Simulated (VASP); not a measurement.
# Al5GaN6 (P3m1) in VASP: relaxation of cell and atoms with PBE

Aim: the relaxation of cell and atoms of Al5GaN6 with PBE.

All numbers are computed with VASP 6.6.1; they aren't measurements. Logs are shortened: lines on timing, memory, paths and dates and some standing lists are left out, and cuts for length are marked.

## (1) The cell of the first run

The structure is trigonal, space group P3m1 (No. 156). Conventional cell: a = 3.148 Å, b = 3.148 Å, c = 15.138 Å, α = 90.00°, β = 90.00°, γ = 120.00°. Within 2.5 Å of Al (site symmetry 3m) lie 4 N at 1.91 to 1.93 Å. Within 2.5 Å of Al (site symmetry 3m) lie 4 N at 1.91 to 1.93 Å. Within 2.5 Å of Al (site symmetry 3m) lie 4 N at 1.91 to 1.93 Å. Al (site symmetry 3m) has 4 N at 1.91 to 1.93 Å within 2.5 Å. Within 2.5 Å of Al (site symmetry 3m) lie 4 N at 1.91 to 1.93 Å. N (site symmetry 3m) has 3 Al at 1.91 Å and 1 Ga at 1.93 Å within 2.5 Å. Within 2.5 Å of N (site symmetry 3m) lie 4 Al at 1.91 to 1.93 Å. Within 2.5 Å of N (site symmetry 3m) lie 4 Al at 1.91 to 1.93 Å.

## (2) Relaxation of cell and atoms, PBE

INCAR reads:

```
SYSTEM = Al5GaN6
PREC = Accurate
ENCUT = 600
EDIFF = 1E-6
ISMEAR = 0
SIGMA = 0.02
LREAL = .FALSE.
LASPH = .TRUE.
NELM = 100
ALGO = Normal
ISIF = 3
LWAVE = .FALSE.
LCHARG = .FALSE.
GGA = PE
IBRION = 2
NSW = 65
EDIFFG = -0.01
```

KPOINTS reads:

```
regular mesh
0
G
  12 12 2
  0 0 0
```

POSCAR reads:

```
Al5GaN6
1.0
    3.1478277390      0.0000000000      0.0000000000
   -1.5739138695      2.7260987888      0.0000000000
    0.0000000000      0.0000000000     15.1384369103
Al N Ga
5 6 1
Direct
    0.3333333333      0.6666666667      0.3330762154
    0.6666666667      0.3333333333      0.1664095487
    0.3333333333      0.6666666667      0.6664095487
    0.6666666667      0.3333333333      0.4997428821
    0.6666666667      0.3333333333      0.8330762154
    0.3333333333      0.6666666667      0.1269237846
    0.6666666667      0.3333333333      0.2935904513
    0.3333333333      0.6666666667      0.4602571179
    0.6666666667      0.3333333333      0.6269237846
    0.3333333333      0.6666666667      0.7935904513
    0.6666666667      0.3333333333      0.9602571179
    0.3333333333      0.6666666667      0.9997428821
```

Potentials or basis: VASP PAW PBE potentials, release 64 (Al, N, Ga_d).

Started as:

```bash
$ cat potpaw_PBE.64/Al/POTCAR potpaw_PBE.64/N/POTCAR potpaw_PBE.64/Ga_d/POTCAR > POTCAR
$ mpirun -np 1 vasp_std > vasp.out
```

OUTCAR:

```text
SYSTEM = Al5GaN6
   PREC = Accurate
   ENCUT = 600
   EDIFF = 1E-6
   ISMEAR = 0
   LREAL = .FALSE.
   LASPH = .TRUE.
   NELM = 100
   ISIF = 3
   GGA = PE
   IBRION = 2
   NSW = 65
   EDIFFG = -0.01

 ion  position               nearest neighbor table
   1  0.333  0.667  0.333-   7 1.91   7 1.91   7 1.91   8 1.93   2 3.11   4 3.11   2 3.11   4 3.11
                             2 3.11   4 3.11
   2  0.667  0.333  0.166-   6 1.91   6 1.91   6 1.91   7 1.93  12 3.11  12 3.11  12 3.11   1 3.11
                             1 3.11   1 3.11
   3  0.333  0.667  0.666-   9 1.91   9 1.91   9 1.91  10 1.93   4 3.11   4 3.11   4 3.11   5 3.11
                             5 3.11   5 3.11
   4  0.667  0.333  0.500-   8 1.91   8 1.91   8 1.91   9 1.93   3 3.11   3 3.11   3 3.11   1 3.11
                             1 3.11   1 3.11
   5  0.667  0.333  0.833-  10 1.91  10 1.91  10 1.91  11 1.93   3 3.11  12 3.11   3 3.11  12 3.11
                             3 3.11  12 3.11
   6  0.333  0.667  0.127-   2 1.91   2 1.91   2 1.91  12 1.93
   7  0.667  0.333  0.294-   1 1.91   1 1.91   1 1.91   2 1.93
   8  0.333  0.667  0.460-   4 1.91   4 1.91   4 1.91   1 1.93
   9  0.667  0.333  0.627-   3 1.91   3 1.91   3 1.91   4 1.93
  10  0.333  0.667  0.794-   5 1.91   5 1.91   5 1.91   3 1.93
  11  0.667  0.333  0.960-  12 1.91  12 1.91  12 1.91   5 1.93
  12  0.333  0.667  1.000-  11 1.91  11 1.91  11 1.91   6 1.93   2 3.11   2 3.11   2 3.11   5 3.11
                             5 3.11   5 3.11

  LATTYP: Found a hexagonal cell.
 ALAT       =     3.1478277390
 C/A-ratio  =     4.8091694227

  Lattice vectors:

 A1 = (   3.1478277390,   0.0000000000,   0.0000000000)
 A2 = (  -1.5739138695,   2.7260987888,   0.0000000000)
 A3 = (   0.0000000000,   0.0000000000,  15.1384369103)

Analysis of symmetry for initial positions (statically):
=====================================================================
 Subroutine PRICEL returns:
 Original cell was already a primitive cell.

 Routine SETGRP: Setting up the symmetry group for a
 hexagonal supercell.

 Subroutine GETGRP returns: Found  6 space group operations
 (whereof  6 operations were pure point group operations)
 out of a pool of 24 trial point group operations.

The static configuration has the point symmetry C_3v.

Analysis of symmetry for dynamics (positions and initial velocities):
=====================================================================
 Subroutine PRICEL returns:
 Original cell was already a primitive cell.

 Routine SETGRP: Setting up the symmetry group for a
 hexagonal supercell.

 Subroutine GETGRP returns: Found  6 space group operations
 (whereof  6 operations were pure point group operations)
 out of a pool of 24 trial point group operations.

The dynamic configuration has the point symmetry C_3v.

 Subroutine INISYM returns: Found  6 space group operations
 (whereof  6 operations are pure point group operations),
 and found     1 'primitive' translations

----------------------------------------------------------------------------------------

                                     Primitive cell

  volume of cell :     129.9073

  direct lattice vectors                    reciprocal lattice vectors
     3.147827739  0.000000000  0.000000000     0.317679391  0.183412282  0.000000000
    -1.573913869  2.726098789  0.000000000     0.000000000  0.366824564  0.000000000
     0.000000000  0.000000000 15.138436910     0.000000000  0.000000000  0.066057018

  length of vectors
     3.147827739  3.147827739 15.138436910     0.366824564  0.366824564  0.066057018

  position of ions in fractional coordinates (direct lattice)
     0.333333333  0.666666667  0.333076215
     0.666666667  0.333333333  0.166409549
     0.333333333  0.666666667  0.666409549
     0.666666667  0.333333333  0.499742882
     0.666666667  0.333333333  0.833076215
     0.333333333  0.666666667  0.126923785
     0.666666667  0.333333333  0.293590451
     0.333333333  0.666666667  0.460257118
     0.666666667  0.333333333  0.626923785
     0.333333333  0.666666667  0.793590451
     0.666666667  0.333333333  0.960257118
     0.333333333  0.666666667  0.999742882

  ion indices of the primitive-cell ions
   primitive index   ion index
                 1           1
                 2           2
[... 32 lines left out ...]
 Subroutine IBZKPT returns following result:
 ===========================================

 Found     38 irreducible k-points:

 Following reciprocal coordinates:
            Coordinates               Weight
  0.000000  0.000000  0.000000      1.000000
  0.083333 -0.000000  0.000000      6.000000
  0.166667  0.000000  0.000000      6.000000
  0.250000  0.000000  0.000000      6.000000
  0.333333  0.000000  0.000000      6.000000
  0.416667 -0.000000  0.000000      6.000000
[... 16 lines left out ...]
  0.250000  0.000000  0.500000      6.000000
  0.333333  0.000000  0.500000      6.000000
 [... further k-points ...]
   k-points           NKPTS =     38   k-points in BZ     NKDIM =     38   number of bands    NBANDS=     36
   number of dos      NEDOS =    301   number of ions     NIONS =     12
   total plane-waves  NPLWV =  98784
   dimension x,y,z NGX =    28 NGY =   28 NGZ =  126
   dimension x,y,z NGXF=    56 NGYF=   56 NGZF=  252
   ions per type =               5   6   1
   NGX,Y,Z   is equivalent  to a cutoff of  14.79, 14.79, 13.84 a.u.
   NGXF,Y,Z  is equivalent  to a cutoff of  29.58, 29.58, 27.67 a.u.
 SYSTEM =  Al5GaN6
   PREC   = accura    normal or accurate (medium, high low for compatibility)
   ISTART =      0    job   : 0-new  1-cont  2-samecut
   ICHARG =      2    charge: 1-file 2-atom 10-const
   ISPIN  =      1    spin polarized calculation?
   LNONCOLLINEAR =      F non collinear calculations
   LSORBIT =      F    spin-orbit coupling
   LASPH  =      T    aspherical Exc in radial PAW
   ENCUT  =  600.0 eV  44.10 Ry    6.64 a.u.   6.29  6.29 30.24*2*pi/ulx,y,z
   NELM   =    100;   NELMIN=  2; NELMDL= -5     # of ELM steps
   EDIFF  = 0.1E-05   stopping-criterion for ELM
   LREAL  =      F    real-space projection
   EDIFFG = -.1E-01   stopping-criterion for IOM
   NSW    =     65    number of steps for IOM
   IBRION =      2    ionic relax: 0-MD 1-quasi-New 2-CG
   NFREE  =      1    steps in history (QN), initial steepest desc. (CG)
   ISIF   =      3    stress and relaxation
   ISYM   =      2    0-nonsym 1-usesym 2-fastsym
   POTIM  = 0.5000    time-step for ionic-motion
   TEBEG  =    0.0;   TEEND  =   0.0 temperature during run
   PSTRESS=    0.0 pullay stress
   NELECT =      58.0000    total number of electrons
   NUPDOWN=      -1.0000    fix difference up-down
   EMIN   =  10.00;   EMAX   =-10.00  energy-range for DOS
   EFERMI =   0.00;   METHOD = LEGACY
   ISMEAR =     0;   SIGMA  =   0.02  broadening in eV -4-tet -1-fermi 0-gaus
   EFERMI_NEDOS =   21; number of points for ismear=-14 and -15
   IALGO  =     38    algorithm
   IMIX   =      4    mixing-type and parameters
     AMIX     =   0.40;   BMIX     =  1.00
     AMIX_MAG =   1.60;   BMIX_MAG =  1.00
  volume/ion in A,a.u.               =      10.83        73.05
  Fermi-wavevector in a.u.,A,eV,Ry     =   1.251237  2.364495 21.301205  1.565594
  Thomas-Fermi vector in A             =   2.385194
   LORBIT       =      0    0 simple, 1 ext, 2 COOP (PROOUT), +10 PAW based schemes
   GGA     = PE    functional components
   LHFCALC =     F    Hartree Fock is set to
   AEXX    =    0.0000 exact exchange contribution
   IVDW    =     0    specifies the selected vdW correction
   LEPSILON=     F    determine dielectric tensor
   LRPA    =     F    only Hartree local field effects (RPA)
 conjugate gradient relaxation of ions
 non-spin polarized calculation
 Gauss-broadening in eV      SIGMA  =   0.02
  energy-cutoff  :      600.00
  volume of cell :      129.91
 maximum number of plane-waves:      4381
 NGX is ok and might be reduce to    28
   NGX = 13   NGY = 13   NGZ = 61

--------------------------------------- Ionic step        1  -------------------------------------------

 number of electron      57.9999998 magnetization

 Free energy of the ion-electron system (eV)
  ---------------------------------------------------
  ext. energy  EPLUGINS =         0.00000000
  ---------------------------------------------------
  free energy    TOTEN  =       -86.48767030 eV

  energy without entropy =      -86.48767030  energy(sigma->0) =      -86.48767030

------------------------ aborting loop because EDIFF is reached ----------------------------------------

  FORCE on cell =-STRESS in cart. coord.  units (eV):
  Direction    XX          YY          ZZ          XY          YZ          ZX
  --------------------------------------------------------------------------------------
  -------------------------------------------------------------------------------------
  Total       -0.3209408     -0.3209408      0.3798808      0.0000000      0.0000000      0.0000000
  in kB       -3.9582378     -3.9582378      4.6851589      0.0000000      0.0000000      0.0000000
  external PRESSURE =      -1.0771056 kB  Pullay stress =       0.0000000 kB
[... 119 lines left out ...]
  FREE ENERGIE OF THE ION-ELECTRON SYSTEM (eV)
  ---------------------------------------------------
  free  energy   TOTEN  =       -86.5388053638 eV

  energy  without entropy=      -86.5388053638  energy(sigma->0) =      -86.53880536

[... ionic steps 4 to 8 ...]

--------------------------------------- Ionic step        9  -------------------------------------------

 number of electron      58.0000000 magnetization

------------------------ aborting loop because EDIFF is reached ----------------------------------------
[... 87 lines left out ...]
--------------------------------------- Ionic step       11  -------------------------------------------

 number of electron      58.0000001 magnetization

 Free energy of the ion-electron system (eV)
  ---------------------------------------------------
  ext. energy  EPLUGINS =         0.00000000
  ---------------------------------------------------
  free energy    TOTEN  =       -86.56666560 eV

  energy without entropy =      -86.56666560  energy(sigma->0) =      -86.56666560

 E-fermi :   6.1309     XC(G=0): -10.9616

 val. band max:        6.0237656240   @ k =   0.0000   0.0000   0.0000
 cond. band min:       9.3349623316   @ k =   0.0000   0.0000   0.0000
 fundamental gap:      3.3111967075
 Fermi energy:         6.1309324369

 k-point     1 :       0.0000    0.0000    0.0000
  band No.  band energies     occupation
      1      -9.4289      2.00000
      2      -9.0946      2.00000
      3      -8.9561      2.00000
      4      -8.3696      2.00000
      5      -7.9320      2.00000
      6      -7.4797      2.00000
[... 925 lines left out ...]
     35      12.4010      0.00000
     36      13.4769      0.00000

 [... further k-points ...]

------------------------ aborting loop because EDIFF is reached ----------------------------------------

  FORCE on cell =-STRESS in cart. coord.  units (eV):
  Direction    XX          YY          ZZ          XY          YZ          ZX
  --------------------------------------------------------------------------------------
  -------------------------------------------------------------------------------------
  Total        0.0275292      0.0275292     -0.0478091      0.0000000     -0.0000000      0.0000000
  in kB        0.3399616      0.3399616     -0.5904004      0.0000000     -0.0000000      0.0000000
  external PRESSURE =       0.0298409 kB  Pullay stress =       0.0000000 kB
[... 27 lines left out ...]
  FREE ENERGIE OF THE ION-ELECTRON SYSTEM (eV)
  ---------------------------------------------------
  free  energy   TOTEN  =       -86.5666655994 eV

  energy  without entropy=      -86.5666655994  energy(sigma->0) =      -86.56666560

 reached required accuracy - stopping structural energy minimisation
```

Run time: 17 min. Hardware: 1 thread of AMD EPYC 9R45 (Zen 5), shared host; peak memory 0.41 GiB.

What came out:

```
Free energy                           : -86.5667 eV
Relaxed volume                        : 10.81 Å³/atom
Relaxed cell                          : a = 3.142 Å, b = 3.142 Å, c = 15.178 Å, α = 90.00°, β = 90.00°, γ = 120.00°
Space group after relaxing (to 0.1 Å) : P3m1 (No. 156)
Energy gained by relaxing             : 6.6 meV/atom
Ionic steps                           : 11
Pressure after relaxing               : 0.0 GPa
Largest force after relaxing          : 0.008 eV/Å
Band gap on the k mesh                : 3.31 eV
```

Forces in eV/Å, atoms in the order of the input:
```
Al   0.000  0.000  0.002
Al   0.000  0.000 -0.005
Al   0.000  0.000  0.002
Al   0.000  0.000 -0.006
Al   0.000  0.000 -0.005
N    0.000  0.000  0.008
N    0.000  0.000  0.006
N    0.000  0.000 -0.002
N    0.000  0.000  0.005
N    0.000  0.000 -0.002
N    0.000  0.000  0.002
Ga   0.000  0.000 -0.006
```

The path:
```tsv
step	energy change (eV)	largest force (eV/Å)	pressure (GPa)	volume (Å³)
1	0.0000	1.1021	-0.11	129.91
2	-0.0504	0.6137	0.03	129.77
3	-0.0511	0.5504	-0.01	129.79
4	-0.0662	0.3488	0.02	129.74
5	-0.0662	0.3536	0.02	129.74
6	-0.0731	0.2141	0.00	129.76
7	-0.0735	0.2669	-0.01	129.76
8	-0.0774	0.1572	-0.01	129.76
9	-0.0775	0.1761	-0.01	129.76
10	-0.0790	0.0195	0.00	129.74
11	-0.0790	0.0075	0.00	129.74
```

Final structure:
```
Al N Ga
1.0
     3.14172    0.00000    0.00000
    -1.57086    2.72081    0.00000
     0.00000    0.00000   15.17777
Al N Ga
5 6 1
Direct
  0.33333 0.66667 0.33490
  0.66667 0.33333 0.16982
  0.33333 0.66667 0.66489
  0.66667 0.33333 0.49991
  0.66667 0.33333 0.82975
  0.33333 0.66667 0.13141
  0.66667 0.33333 0.29580
  0.33333 0.66667 0.46083
  0.66667 0.33333 0.62579
  0.33333 0.66667 0.79082
  0.66667 0.33333 0.95566
  0.33333 0.66667 0.00042
```

A k mesh can miss the band edges. A hybrid or GW would open this gap; PBE tends to underestimate it.
